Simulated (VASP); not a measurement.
# TaTeO5 (P4/mmm) in VASP: single point with PBE

Aim: the single point of TaTeO5 with PBE.

Program: VASP 6.6.1. These are calculated values, not measurements. Logs are shortened: lines on timing, memory, paths and dates and some standing lists are left out, and cuts for length are marked.

## (1) The cell of the first run

The structure is tetragonal, space group P4/mmm (No. 123). Conventional cell: a = 3.749 Å, b = 3.749 Å, c = 6.617 Å, α = 90.00°, β = 90.00°, γ = 90.00°. Within 3.5 Å of Ta (site symmetry 4/mmm) lie 12 O at 2.65 to 2.73 Å. Within 3.0 Å of Te (site symmetry 4/mmm) lie 8 O at 2.29 Å. Within 3.5 Å of O (site symmetry 4/mmm) lie 4 Ta at 2.65 Å and 8 O at 2.73 Å and 2 Te at 3.31 Å. Within 3.0 Å of O (site symmetry 2mm) lie 2 Te at 2.29 Å and 7 O at 2.64 to 2.73 Å and 2 Ta at 2.73 Å.

## (2) Single point, PBE

Contents of INCAR:

```
PREC = Accurate
ENCUT = 520
EDIFF = 1E-6
ISMEAR = 0
SIGMA = 0.1
LREAL = F
LASPH = T
NELM = 100
ALGO = Normal
ISIF = 2
LWAVE = F
LCHARG = F
GGA = PE
NBANDS = 32
```

Contents of KPOINTS:

```
Automatic mesh
0
Gamma
  4 4 4
```

Contents of POSCAR:

```
TaTeO5
1.0
    3.7488563900      0.0000000000      0.0000000000
    0.0000000000      3.7488563900      0.0000000000
    0.0000000000      0.0000000000      6.6170500900
Ta Te O
1 1 5
Direct
    0.5000000000      0.5000000000      0.0000000000
    0.0000000000      0.0000000000      0.5000000000
    0.0000000000      0.0000000000      0.0000000000
    0.5000000000      0.0000000000      0.6995300100
    0.0000000000      0.5000000000      0.6995300100
    0.5000000000      0.0000000000      0.3004699900
    0.0000000000      0.5000000000      0.3004699900
```

Potentials or basis: VASP PAW PBE potentials, release 64 (Ta_pv, Te, O).

On the command line:

```console
> cat potpaw_PBE.64/Ta_pv/POTCAR potpaw_PBE.64/Te/POTCAR potpaw_PBE.64/O/POTCAR > POTCAR
> mpirun -np 1 vasp_std > vasp.out
```

OUTCAR:

```text
PREC = Accurate
   ENCUT = 520
   EDIFF = 1E-6
   ISMEAR = 0
   LREAL = F
   LASPH = T
   NELM = 100
   ISIF = 2
   GGA = PE

 ion  position               nearest neighbor table
   1  0.500  0.500  0.000-   3 2.65   3 2.65   3 2.65   3 2.65   7 2.73   4 2.73   4 2.73   6 2.73
                             5 2.73   5 2.73   7 2.73   6 2.73
   2  0.000  0.000  0.500-   4 2.29   5 2.29   6 2.29   7 2.29   5 2.29   7 2.29   4 2.29   6 2.29

   3  0.000  0.000  0.000-   1 2.65   1 2.65   1 2.65   1 2.65
   4  0.500  0.000  0.700-   2 2.29   2 2.29   1 2.73   1 2.73
   5  0.000  0.500  0.700-   2 2.29   2 2.29   1 2.73   1 2.73
   6  0.500  0.000  0.300-   2 2.29   2 2.29   1 2.73   1 2.73
   7  0.000  0.500  0.300-   2 2.29   2 2.29   1 2.73   1 2.73

  LATTYP: Found a simple tetragonal cell.
 ALAT       =     3.7488563900
 C/A-ratio  =     1.7650849757

  Lattice vectors:

 A1 = (   3.7488563900,   0.0000000000,   0.0000000000)
 A2 = (   0.0000000000,   3.7488563900,   0.0000000000)
 A3 = (   0.0000000000,   0.0000000000,   6.6170500900)

Analysis of symmetry for initial positions (statically):
=====================================================================
 Subroutine PRICEL returns:
 Original cell was already a primitive cell.

 Routine SETGRP: Setting up the symmetry group for a
 simple tetragonal supercell.

 Subroutine GETGRP returns: Found 16 space group operations
 (whereof 16 operations were pure point group operations)
 out of a pool of 16 trial point group operations.

The static configuration has the point symmetry D_4h.

Analysis of symmetry for dynamics (positions and initial velocities):
=====================================================================
 Subroutine PRICEL returns:
 Original cell was already a primitive cell.

 Routine SETGRP: Setting up the symmetry group for a
 simple tetragonal supercell.

 Subroutine GETGRP returns: Found 16 space group operations
 (whereof 16 operations were pure point group operations)
 out of a pool of 16 trial point group operations.

The dynamic configuration has the point symmetry D_4h.

 Subroutine INISYM returns: Found 16 space group operations
 (whereof 16 operations are pure point group operations),
 and found     1 'primitive' translations

----------------------------------------------------------------------------------------

                                     Primitive cell

  volume of cell :      92.9955

  direct lattice vectors                    reciprocal lattice vectors
     3.748856390  0.000000000  0.000000000     0.266748015  0.000000000  0.000000000
     0.000000000  3.748856390  0.000000000     0.000000000  0.266748015  0.000000000
     0.000000000  0.000000000  6.617050090     0.000000000  0.000000000  0.151124744

  length of vectors
     3.748856390  3.748856390  6.617050090     0.266748015  0.266748015  0.151124744

  position of ions in fractional coordinates (direct lattice)
     0.500000000  0.500000000  0.000000000
     0.000000000  0.000000000  0.500000000
     0.000000000  0.000000000  0.000000000
     0.500000000  0.000000000  0.699530010
     0.000000000  0.500000000  0.699530010
     0.500000000  0.000000000  0.300469990
     0.000000000  0.500000000  0.300469990

  ion indices of the primitive-cell ions
   primitive index   ion index
                 1           1
                 2           2
                 3           3
                 4           4
                 5           5
                 6           6
                 7           7

----------------------------------------------------------------------------------------

 KPOINTS: Automatic mesh

Automatic generation of k-mesh.
 Grid dimensions read from file:
 generate k-points for:    4    4    4

 Generating k-lattice:

  Cartesian coordinates                     Fractional coordinates (reciprocal lattice)
     0.066687004  0.000000000  0.000000000     0.250000000  0.000000000  0.000000000
     0.000000000  0.066687004  0.000000000     0.000000000  0.250000000  0.000000000
     0.000000000  0.000000000  0.037781186     0.000000000  0.000000000  0.250000000

  Length of vectors
     0.066687004  0.066687004  0.037781186

  Shift w.r.t. Gamma in fractional coordinates (k-lattice)
     0.000000000  0.000000000  0.000000000

 Subroutine IBZKPT returns following result:
 ===========================================

 Found     18 irreducible k-points:

 Following reciprocal coordinates:
            Coordinates               Weight
  0.000000  0.000000  0.000000      1.000000
  0.250000  0.000000  0.000000      4.000000
  0.500000  0.000000  0.000000      2.000000
  0.250000  0.250000  0.000000      4.000000
  0.500000  0.250000  0.000000      4.000000
  0.500000  0.500000  0.000000      1.000000
[... 10 lines left out ...]
  0.500000  0.250000  0.500000      4.000000
  0.500000  0.500000  0.500000      1.000000
   k-points           NKPTS =     18   k-points in BZ     NKDIM =     18   number of bands    NBANDS=     32
   number of dos      NEDOS =    301   number of ions     NIONS =      7
   total plane-waves  NPLWV =  39200
   dimension x,y,z NGX =    28 NGY =   28 NGZ =   50
   dimension x,y,z NGXF=    56 NGYF=   56 NGZF=  100
   ions per type =               1   1   5
   NGX,Y,Z   is equivalent  to a cutoff of  12.42, 12.42, 12.56 a.u.
   NGXF,Y,Z  is equivalent  to a cutoff of  24.83, 24.83, 25.12 a.u.
 SYSTEM =  unknown system
   PREC   = accura    normal or accurate (medium, high low for compatibility)
   ISTART =      0    job   : 0-new  1-cont  2-samecut
   ICHARG =      2    charge: 1-file 2-atom 10-const
   ISPIN  =      1    spin polarized calculation?
   LNONCOLLINEAR =      F non collinear calculations
   LSORBIT =      F    spin-orbit coupling
   LASPH  =      T    aspherical Exc in radial PAW
   ENCUT  =  520.0 eV  38.22 Ry    6.18 a.u.   6.97  6.97 12.30*2*pi/ulx,y,z
   NELM   =    100;   NELMIN=  2; NELMDL= -5     # of ELM steps
   EDIFF  = 0.1E-05   stopping-criterion for ELM
   LREAL  =      F    real-space projection
   EDIFFG = 0.1E-04   stopping-criterion for IOM
   NSW    =      0    number of steps for IOM
   IBRION =     -1    ionic relax: 0-MD 1-quasi-New 2-CG
   NFREE  =      0    steps in history (QN), initial steepest desc. (CG)
   ISIF   =      2    stress and relaxation
   ISYM   =      2    0-nonsym 1-usesym 2-fastsym
   POTIM  = 0.5000    time-step for ionic-motion
   TEBEG  =    0.0;   TEEND  =   0.0 temperature during run
   PSTRESS=    0.0 pullay stress
   NELECT =      47.0000    total number of electrons
   NUPDOWN=      -1.0000    fix difference up-down
   EMIN   =  10.00;   EMAX   =-10.00  energy-range for DOS
   EFERMI =   0.00;   METHOD = LEGACY
   ISMEAR =     0;   SIGMA  =   0.10  broadening in eV -4-tet -1-fermi 0-gaus
   EFERMI_NEDOS =   21; number of points for ismear=-14 and -15
   IALGO  =     38    algorithm
   IMIX   =      4    mixing-type and parameters
     AMIX     =   0.40;   BMIX     =  1.00
     AMIX_MAG =   1.60;   BMIX_MAG =  1.00
  volume/ion in A,a.u.               =      13.29        89.65
  Fermi-wavevector in a.u.,A,eV,Ry     =   1.304028  2.464255 23.136543  1.700488
  Thomas-Fermi vector in A             =   2.434991
   LORBIT       =      0    0 simple, 1 ext, 2 COOP (PROOUT), +10 PAW based schemes
   GGA     = PE    functional components
   LHFCALC =     F    Hartree Fock is set to
   AEXX    =    0.0000 exact exchange contribution
   IVDW    =     0    specifies the selected vdW correction
   LEPSILON=     F    determine dielectric tensor
   LRPA    =     F    only Hartree local field effects (RPA)
 non-spin polarized calculation
 Gauss-broadening in eV      SIGMA  =   0.10
  energy-cutoff  :      520.00
  volume of cell :       93.00
 maximum number of plane-waves:      2540
 NGX is ok and might be reduce to    28
   NGX = 13   NGY = 13   NGZ = 25

 number of electron      46.9999971 magnetization

 Free energy of the ion-electron system (eV)
  ---------------------------------------------------
  ext. energy  EPLUGINS =         0.00000000
  ---------------------------------------------------
  free energy    TOTEN  =       -42.40863635 eV

  energy without entropy =      -42.38757203  energy(sigma->0) =      -42.39810419

 E-fermi :   4.2525     XC(G=0): -10.8440

 val. band max:        4.2237289026   @ k =   0.5000   0.5000   0.0000
 cond. band min:       4.2613895006   @ k =   0.0000   0.0000   0.5000
 fundamental gap:      0.0376605981
 Fermi energy:         4.2525166654

 k-point     1 :       0.0000    0.0000    0.0000
  band No.  band energies     occupation
      1     -33.0549      2.00000
      2     -33.0549      2.00000
      3     -32.9792      2.00000
      4     -14.8502      2.00000
      5     -13.4673      2.00000
      6     -12.3398      2.00000
[... 24 lines left out ...]
     31       6.9641      0.00000
     32       8.7773      0.00000

 k-point     2 :       0.2500    0.0000    0.0000
  band No.  band energies     occupation
      1     -33.0739      2.00000
      2     -33.0532      2.00000
      3     -32.9773      2.00000
      4     -14.4971      2.00000
      5     -13.2332      2.00000
      6     -12.6162      2.00000
[... 24 lines left out ...]
     31       8.0713      0.00000
     32       8.8850      0.00000
[... 523 lines left out ...]
     31       8.9915      0.00000
     32       9.1358      0.00000

 k-point    18 :       0.5000    0.5000    0.5000
  band No.  band energies     occupation
      1     -33.0877      2.00000
      2     -33.0877      2.00000
      3     -32.9718      2.00000
      4     -13.2297      2.00000
      5     -13.2297      2.00000
      6     -12.5179      2.00000
[... 24 lines left out ...]
     31       8.9636      0.00000
     32       8.9636      0.00000

------------------------ aborting loop because EDIFF is reached ----------------------------------------

  FORCE on cell =-STRESS in cart. coord.  units (eV):
  Direction    XX          YY          ZZ          XY          YZ          ZX
  --------------------------------------------------------------------------------------
  -------------------------------------------------------------------------------------
  Total      -16.6567439    -16.6567439    -25.1176998      0.0000000      0.0000000      0.0000000
  in kB     -286.9714293   -286.9714293   -432.7413727      0.0000000      0.0000000      0.0000000
  external PRESSURE =    -335.5614104 kB  Pullay stress =       0.0000000 kB

 VOLUME and BASIS-vectors are now :
 -----------------------------------------------------------------------------
  energy-cutoff  :      520.00
  volume of cell :       93.00
      direct lattice vectors                 reciprocal lattice vectors
     3.748856390  0.000000000  0.000000000     0.266748015  0.000000000  0.000000000
     0.000000000  3.748856390  0.000000000     0.000000000  0.266748015  0.000000000
     0.000000000  0.000000000  6.617050090     0.000000000  0.000000000  0.151124744

 POSITION                                       TOTAL-FORCE (eV/Angst)
 -----------------------------------------------------------------------------------
      1.87443      1.87443      0.00000        -0.000000     -0.000000     -0.000000
      0.00000      0.00000      3.30853        -0.000000     -0.000000     -0.000000
      0.00000      0.00000      0.00000        -0.000000     -0.000000     -0.000000
      1.87443      0.00000      4.62883        -0.000000     -0.000000      0.986040
      0.00000      1.87443      4.62883        -0.000000     -0.000000      0.986040
      1.87443      0.00000      1.98822        -0.000000      0.000000     -0.986040
      0.00000      1.87443      1.98822         0.000000     -0.000000     -0.986040
 -----------------------------------------------------------------------------------
    total drift:                                0.000000      0.000000     -0.000000

  FREE ENERGIE OF THE ION-ELECTRON SYSTEM (eV)
  ---------------------------------------------------
  free  energy   TOTEN  =       -42.4086363458 eV

  energy  without entropy=      -42.3875720280  energy(sigma->0) =      -42.39810419
```

It took 52 s on 1 thread of Intel Xeon Platinum 8488C (Sapphire Rapids), shared host; peak memory 0.21 GiB.

Results:

| Quantity | Value |
| --- | --- |
| Free energy | -42.4086 eV |
| Pressure | -33.6 GPa |
| Largest force | 0.986 eV/Å |

Forces in eV/Å, atoms in the order of the input:
```
Ta   0.000  0.000  0.000
Te   0.000  0.000  0.000
O    0.000  0.000  0.000
O    0.000  0.000  0.986
O    0.000  0.000  0.986
O    0.000  0.000 -0.986
O    0.000  0.000 -0.986
```

Levels at points of the mesh, in eV from the Fermi level:
```csv
k point,band 20,band 21,band 22,band 23,band 24,band 25,band 26,band 27
"(0.00, 0.00, 0.00)",-1.12,-1.12,-1.05,-1.05,-1.05,-0.04,0.02,0.42
"(0.50, 0.00, 0.00)",-2.16,-2.14,-1.71,-0.29,0.42,0.65,1.53,1.72
"(0.50, 0.50, 0.00)",-0.93,-0.87,-0.57,-0.49,-0.03,1.01,1.08,1.45
"(0.00, 0.00, 0.50)",-1.62,-1.62,-0.68,-0.68,-0.07,0.01,0.42,0.74
"(0.50, 0.00, 0.50)",-2.08,-1.76,-1.24,-0.64,0.37,1.04,1.36,1.55
"(0.50, 0.50, 0.50)",-0.80,-0.80,-0.35,-0.21,0.52,0.67,0.67,0.72
```

Caveat: the k points lie up to 0.42 Å⁻¹ apart; spin-orbit coupling is left out, which moves the levels of the heavy elements; an odd number of electrons without spin polarisation forces a metal; a magnetic or distorted state may lie lower.
